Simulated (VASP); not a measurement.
Crystal: AlSiN.

```
CELL_PARAMETERS angstrom
3.72542 0.00000 0.00000
0.00000 3.72542 0.00000
0.00000 0.00000 5.93174
ATOMIC_POSITIONS crystal
Al 0.00000 0.50000 0.82332
Al 0.50000 0.00000 0.17668
Si 0.00000 0.00000 0.00000
Si 0.50000 0.50000 0.00000
N 0.00000 0.50000 0.31223
N 0.50000 0.00000 0.68777
```

The cell was generated, and may not be a known phase.

```yaml
Program: VASP 6.6.1
Task: relaxation of cell and atoms
Functional: PBE
Potentials_or_basis: VASP PAW PBE potentials, release 64 (Al, Si, N)
Cutoff: 600 eV
k_mesh: 6 × 6 × 4
Occupations: gaussian, width 0.1 eV
Spin: collinear spin, ferromagnetic start
Starting_moments: "[0.0, 0.0, 0.0, 0.0, 1.0, 1.0] μB"
```

At the start: pressure 35.4 GPa; volume 13.72 Å³/atom.

Problem. Where does the relaxation end?

Solution. Over 36 steps the energy falls by 2346.1 meV/atom and the volume is 12.97 Å³/atom (-5.5 %); space group P4/nmm (No. 129, to 0.1 Å) before and after; moment 0.00 μB per cell.

The path:
| step | energy change (eV) | largest force (eV/Å) | pressure (GPa) | volume (Å³) |
| --- | --- | --- | --- | --- |
| 1 | 0.0000 | 10.0359 | 35.41 | 82.32 |
| 2 | -4.1961 | 1.6381 | -17.00 | 123.77 |
| 3 | -4.8654 | 3.0376 | -10.99 | 107.42 |
| 4 | -7.0180 | 3.6685 | -11.94 | 95.83 |
| 5 | -9.2230 | 4.9142 | 31.82 | 65.85 |
| 6 | -8.8723 | 4.2495 | -7.28 | 83.89 |
| 7 | -10.3634 | 2.8489 | 1.99 | 74.54 |
| 8 | -10.4223 | 0.8642 | 12.36 | 70.11 |
| 9 | -10.4861 | 1.7185 | 7.74 | 71.78 |
| 10 | -9.0221 | 10.7804 | 21.04 | 72.35 |
| 11 | -10.7883 | 1.4268 | 8.34 | 72.00 |
| 12 | -11.5067 | 1.6844 | -5.76 | 77.36 |
| 13 | -11.5594 | 1.6924 | -7.93 | 78.83 |
| 14 | -12.3140 | 1.3865 | -5.89 | 74.17 |
| 15 | -12.6703 | 2.0124 | -0.36 | 70.36 |
| 16 | -12.5689 | 2.5469 | 24.47 | 62.37 |
| 17 | -12.8535 | 2.3748 | 6.73 | 67.23 |
| 18 | -12.8570 | 2.5058 | 11.09 | 65.71 |
| 19 | -13.2408 | 1.8523 | 11.83 | 66.20 |
| 20 | -13.2913 | 1.4693 | 12.98 | 66.35 |
| 21 | -13.6592 | 1.2108 | 2.25 | 70.66 |
| 22 | -13.7458 | 1.3247 | -4.46 | 74.38 |
| 23 | -13.8957 | 0.8580 | -2.27 | 74.23 |
| 24 | -13.9426 | 0.4014 | 0.24 | 74.09 |
| 25 | -13.9925 | 0.2649 | 1.21 | 74.17 |
| 26 | -14.0304 | 0.1261 | 4.68 | 74.30 |
| 27 | -14.0370 | 0.0227 | 3.69 | 74.28 |
| 28 | -14.0650 | 0.3306 | -0.03 | 76.77 |
| 29 | -14.0650 | 0.3359 | -0.09 | 76.82 |
| 30 | -14.0729 | 0.1638 | -0.25 | 77.30 |
| 31 | -14.0748 | 0.0303 | -0.33 | 77.65 |
| 32 | -14.0762 | 0.0292 | 0.26 | 77.49 |
| 33 | -14.0762 | 0.0385 | 0.36 | 77.47 |
| 34 | -14.0767 | 0.0487 | 0.06 | 77.70 |
| 35 | -14.0767 | 0.0457 | 0.07 | 77.69 |
| 36 | -14.0769 | 0.0296 | -0.03 | 77.80 |

Final structure:
```yaml
crystal:
  lattice:
    - [3.10044, 0.00000, 0.00000]
    - [0.00000, 3.10044, 0.00000]
    - [0.00000, 0.00000, 8.09303]
  atoms:
    - { symbol: Al, position: [0.00000, 0.50000, 0.61779] }
    - { symbol: Al, position: [0.50000, 0.00000, 0.38221] }
    - { symbol: Si, position: [0.00000, 0.00000, 0.00000] }
    - { symbol: Si, position: [0.50000, 0.50000, 0.00000] }
    - { symbol: N, position: [0.00000, 0.50000, 0.37700] }
    - { symbol: N, position: [0.50000, 0.00000, 0.62300] }
```

Caveat: a cell axis changed by over 15 % at a fixed basis, so the end point is rough.
